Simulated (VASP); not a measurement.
# Sb in VASP: a series of runs

Runs on Sb. Level: PBE. Tasks: single point, relaxation of cell and atoms.

Everything below comes from runs of VASP 6.6.1. Logs are shortened: lines on timing, memory, paths and dates and some standing lists are left out, and cuts for length are marked.

## (1) The cell of the first run

The typed cell holds 4 atoms: a = 5.112 Å, b = 5.112 Å, c = 5.112 Å, α = 90.00°, β = 90.00°, γ = 90.00°.

## (2) Single point, PBE

INCAR reads:

```
SYSTEM = Sb
PREC     = Accurate       ! precision mode
ENCUT    = 520            ! plane-wave cutoff, eV
EDIFF    = 1E-6           ! SCF threshold, eV
ISMEAR   = 0              ! smearing method
SIGMA    = 0.1            ! smearing width, eV
LREAL    = .FALSE.        ! projectors in reciprocal space
LASPH    = .TRUE.         ! aspherical terms in the spheres
NELM     = 100            ! most SCF steps
ALGO     = Normal         ! electronic algorithm
ISIF     = 2              ! what is computed and relaxed
LWAVE    = .FALSE.        ! write WAVECAR
LCHARG   = .FALSE.        ! write CHGCAR
GGA      = PE             ! functional
NBANDS   = 18             ! bands
```

KPOINTS reads:

```
Automatic mesh
0
G
  10 10 10
  0 0 0
```

POSCAR reads:

```
Sb
1.0
    5.1118287046      0.0000000000      0.0000000000
    0.0000000000      5.1118287046      0.0000000000
    0.0000000000      0.0000000000      5.1118287046
Sb
4
Direct
    0.1250315806      0.1250315806      0.1250315806
    0.3749684194      0.8749684194      0.6250315806
    0.6250315806      0.3749684194      0.8749684194
    0.8749684194      0.6250315806      0.3749684194
```

Potentials or basis: VASP PAW PBE potentials, release 64 (Sb).

Launch:

```bash
$ cat potpaw_PBE.64/Sb/POTCAR > POTCAR
$ mpirun -np 1 vasp_std > vasp.out
```

OUTCAR:

```text
SYSTEM = Sb
   PREC = Accurate
   ENCUT = 520
   EDIFF = 1E-6
   ISMEAR = 0
   LREAL = .FALSE.
   LASPH = .TRUE.
   NELM = 100
   ISIF = 2
   GGA = PE

 ion  position               nearest neighbor table
   1  0.125  0.125  0.125-   2 3.13   3 3.13   4 3.13   2 3.13   4 3.13   3 3.13
   2  0.375  0.875  0.625-   1 3.13   3 3.13   4 3.13   1 3.13   3 3.13   4 3.13
   3  0.625  0.375  0.875-   1 3.13   2 3.13   4 3.13   4 3.13   2 3.13   1 3.13
   4  0.875  0.625  0.375-   1 3.13   2 3.13   3 3.13   3 3.13   1 3.13   2 3.13

  LATTYP: Found a simple cubic cell.
 ALAT       =     5.1118287046

  Lattice vectors:

 A1 = (   5.1118287046,   0.0000000000,   0.0000000000)
 A2 = (   0.0000000000,   5.1118287046,   0.0000000000)
 A3 = (   0.0000000000,   0.0000000000,   5.1118287046)

Analysis of symmetry for initial positions (statically):
=====================================================================
 Subroutine PRICEL returns:
 Original cell was already a primitive cell.

 Routine SETGRP: Setting up the symmetry group for a
 simple cubic supercell.

 Subroutine GETGRP returns: Found 12 space group operations
 (whereof  3 operations were pure point group operations)
 out of a pool of 48 trial point group operations.

The static configuration has the point symmetry C_3 .
 The point group associated with its full space group is T   .

Analysis of symmetry for dynamics (positions and initial velocities):
=====================================================================
 Subroutine PRICEL returns:
 Original cell was already a primitive cell.

 Routine SETGRP: Setting up the symmetry group for a
 simple cubic supercell.

 Subroutine GETGRP returns: Found 12 space group operations
 (whereof  3 operations were pure point group operations)
 out of a pool of 48 trial point group operations.

The dynamic configuration has the point symmetry C_3 .
 The point group associated with its full space group is T   .

 Subroutine INISYM returns: Found 12 space group operations
 (whereof  3 operations are pure point group operations),
 and found     1 'primitive' translations

----------------------------------------------------------------------------------------

                                     Primitive cell

  volume of cell :     133.5761

  direct lattice vectors                    reciprocal lattice vectors
     5.111828705  0.000000000  0.000000000     0.195624708  0.000000000  0.000000000
     0.000000000  5.111828705  0.000000000     0.000000000  0.195624708  0.000000000
     0.000000000  0.000000000  5.111828705     0.000000000  0.000000000  0.195624708
[... 92 lines left out ...]
   IBRION =     -1    ionic relax: 0-MD 1-quasi-New 2-CG
   NFREE  =      0    steps in history (QN), initial steepest desc. (CG)
   ISIF   =      2    stress and relaxation
   ISYM   =      2    0-nonsym 1-usesym 2-fastsym
   POTIM  = 0.5000    time-step for ionic-motion
   TEBEG  =    0.0;   TEEND  =   0.0 temperature during run
   PSTRESS=    0.0 pullay stress
   NELECT =      20.0000    total number of electrons
   NUPDOWN=      -1.0000    fix difference up-down
   EMIN   =  10.00;   EMAX   =-10.00  energy-range for DOS
   EFERMI =   0.00;   METHOD = LEGACY
   ISMEAR =     0;   SIGMA  =   0.10  broadening in eV -4-tet -1-fermi 0-gaus
   EFERMI_NEDOS =   21; number of points for ismear=-14 and -15
   IALGO  =     38    algorithm
   IMIX   =      4    mixing-type and parameters
     AMIX     =   0.40;   BMIX     =  1.00
     AMIX_MAG =   1.60;   BMIX_MAG =  1.00
  volume/ion in A,a.u.               =      33.39       225.35
  Fermi-wavevector in a.u.,A,eV,Ry     =   0.869311  1.642760 10.281946  0.755702
  Thomas-Fermi vector in A             =   1.988115
   LORBIT       =      0    0 simple, 1 ext, 2 COOP (PROOUT), +10 PAW based schemes
   GGA     = PE    functional components
   LHFCALC =     F    Hartree Fock is set to
   AEXX    =    0.0000 exact exchange contribution
   IVDW    =     0    specifies the selected vdW correction
   LEPSILON=     F    determine dielectric tensor
   LRPA    =     F    only Hartree local field effects (RPA)
 non-spin polarized calculation
 Gauss-broadening in eV      SIGMA  =   0.10
  energy-cutoff  :      520.00
  volume of cell :      133.58
 maximum number of plane-waves:      3695
 NGX is ok and might be reduce to    40
   NGX = 19   NGY = 19   NGZ = 19

 number of electron      19.9999998 magnetization

 Free energy of the ion-electron system (eV)
  ---------------------------------------------------
  ext. energy  EPLUGINS =         0.00000000
  ---------------------------------------------------
  free energy    TOTEN  =       -15.65018815 eV

  energy without entropy =      -15.64294953  energy(sigma->0) =      -15.64656884

 E-fermi :   5.9404     XC(G=0):  -9.0641

 val. band max:        5.9069032290   @ k =   0.2000   0.0000   0.0000
 cond. band min:       5.9807184873   @ k =   0.3000   0.3000   0.1000
 fundamental gap:      0.0738152583
 Fermi energy:         5.9403713939

 k-point     1 :       0.0000    0.0000    0.0000
  band No.  band energies     occupation
      1      -6.0994      2.00000
      2      -2.1760      2.00000
      3      -2.1760      2.00000
      4      -2.1760      2.00000
      5       3.3366      2.00000
      6       3.3366      2.00000
[... 481 lines left out ...]
      5       2.1826      2.00000
      6       2.7908      2.00000
[... 10 lines left out ...]
     17      10.6821      0.00000
     18      11.6555      0.00000

 [... further k-points ...]

------------------------ aborting loop because EDIFF is reached ----------------------------------------

  FORCE on cell =-STRESS in cart. coord.  units (eV):
  Direction    XX          YY          ZZ          XY          YZ          ZX
  --------------------------------------------------------------------------------------
  -------------------------------------------------------------------------------------
  Total       -0.0227674     -0.0227674     -0.0227674      0.0000000     -0.0000000     -0.0000000
  in kB       -0.2730838     -0.2730838     -0.2730838      0.0000000     -0.0000000     -0.0000000
  external PRESSURE =      -0.2730838 kB  Pullay stress =       0.0000000 kB

 VOLUME and BASIS-vectors are now :
 -----------------------------------------------------------------------------
  energy-cutoff  :      520.00
  volume of cell :      133.58
      direct lattice vectors                 reciprocal lattice vectors
     5.111828705  0.000000000  0.000000000     0.195624708  0.000000000  0.000000000
     0.000000000  5.111828705  0.000000000     0.000000000  0.195624708  0.000000000
     0.000000000  0.000000000  5.111828705     0.000000000  0.000000000  0.195624708

 POSITION                                       TOTAL-FORCE (eV/Angst)
 -----------------------------------------------------------------------------------
      0.63914      0.63914      0.63914        -0.000074     -0.000074     -0.000074
      1.91677      4.47269      3.19505         0.000074      0.000074     -0.000074
      3.19505      1.91677      4.47269        -0.000074      0.000074      0.000074
      4.47269      3.19505      1.91677         0.000074     -0.000074      0.000074
 -----------------------------------------------------------------------------------
    total drift:                               -0.000000     -0.000000      0.000000

  FREE ENERGIE OF THE ION-ELECTRON SYSTEM (eV)
  ---------------------------------------------------
  free  energy   TOTEN  =       -15.6501881470 eV

  energy  without entropy=      -15.6429495269  energy(sigma->0) =      -15.64656884
```

OSZICAR:

```text
N       E                     dE             d eps       ncg     rms          rms(c)
DAV:   1     0.828951345870E+02    0.82895E+02   -0.65364E+03  2736   0.861E+02
DAV:   2    -0.981882016961E+01   -0.92714E+02   -0.89897E+02  3510   0.143E+02
DAV:   3    -0.155848636295E+02   -0.57660E+01   -0.56510E+01  3530   0.392E+01
DAV:   4    -0.156512863702E+02   -0.66423E-01   -0.66372E-01  3250   0.476E+00
DAV:   5    -0.156524733224E+02   -0.11870E-02   -0.11869E-02  3334   0.705E-01    0.356E+00
DAV:   6    -0.156503174037E+02    0.21559E-02   -0.50240E-03  3188   0.404E-01    0.209E+00
DAV:   7    -0.156498847334E+02    0.43267E-03   -0.10882E-02  2838   0.588E-01    0.979E-02
DAV:   8    -0.156501704340E+02   -0.28570E-03   -0.56607E-04  3148   0.134E-01    0.233E-02
DAV:   9    -0.156501857161E+02   -0.15282E-04   -0.21773E-05  3506   0.274E-02    0.103E-02
DAV:  10    -0.156501873574E+02   -0.16413E-05   -0.46141E-06  2928   0.109E-02    0.324E-03
DAV:  11    -0.156501881470E+02   -0.78964E-06   -0.21619E-07  1504   0.247E-03
   1 F= -.15650188E+02 E0= -.15646569E+02  d E =-.723862E-02
```

Wall time 78 s (1 thread of Intel Xeon Platinum 8124M at 3.00GHz (Skylake/Cascade Lake), shared host); peak memory 0.32 GiB.

Results:

| Property | Result |
| --- | --- |
| Free energy | -15.6502 eV |
| Pressure | 0.0 GPa |
| Band gap on the k mesh | zero (band 10 reaches 8.43 eV, above the bottom of band 11 at 5.32 eV) |

Caveat: spin-orbit coupling is left out, which moves the levels of the heavy elements.

## (3) Relaxation of cell and atoms, PBE

INCAR reads:

```
PREC = Accurate ; ENCUT = 600
EDIFF = 1E-7 ; ISMEAR = 0
SIGMA = 0.1 ; LREAL = F
LASPH = T ; NELM = 100
ALGO = Normal ; ISIF = 3
LWAVE = F ; LCHARG = F
GGA = PE ; IBRION = 2
NSW = 100 ; EDIFFG = -0.01
```

KPOINTS reads:

```
regular mesh
0
Gamma
  10 10 10
```

POSCAR is that of step 2.

Potentials or basis: VASP PAW PBE potentials, release 64 (Sb).

Launch:

```bash
$ cat potpaw_PBE.64/Sb/POTCAR > POTCAR
$ mpirun -np 1 vasp_std > vasp.out
```

It took 96 s on 1 thread of Intel Xeon Platinum 8124M at 3.00GHz (Skylake/Cascade Lake), shared host; peak memory 0.34 GiB.

It converged, with:

| Property | Result |
| --- | --- |
| Free energy | -15.6502 eV |
| Pressure after relaxing | 0.0 GPa |
| Band gap on the k mesh | zero (band 10 reaches 8.43 eV, above the bottom of band 11 at 5.32 eV) |

Final structure:
```
Sb
1.0
     5.11183    0.00000    0.00000
     0.00000    5.11183    0.00000
     0.00000    0.00000    5.11183
Sb
4
Direct
  0.12503 0.12503 0.12503
  0.37497 0.87497 0.62503
  0.62503 0.37497 0.87497
  0.87497 0.62503 0.37497
```

Levels at points of the mesh, in eV from the Fermi level:
| k point | band 7 | band 8 | band 9 | band 10 | band 11 | band 12 | band 13 | band 14 |
| --- | --- | --- | --- | --- | --- | --- | --- | --- |
| (0.00, 0.00, 0.00) | -2.60 | -1.82 | -1.82 | -1.82 | 0.58 | 0.58 | 1.73 | 1.73 |
| (0.50, 0.00, 0.00) | -2.96 | -2.96 | -0.58 | -0.58 | 1.36 | 1.36 | 2.33 | 2.33 |
| (0.50, 0.50, 0.00) | -1.84 | -1.84 | -1.33 | -1.33 | -0.62 | -0.62 | 3.88 | 3.88 |
| (0.50, 0.50, 0.50) | -4.22 | -4.22 | 2.49 | 2.49 | 2.49 | 2.49 | 3.13 | 3.13 |

Caveat: the relaxation stopped at its first step, so nothing moved; spin-orbit coupling is left out, which moves the levels of the heavy elements.

[end of part 1 of 2]
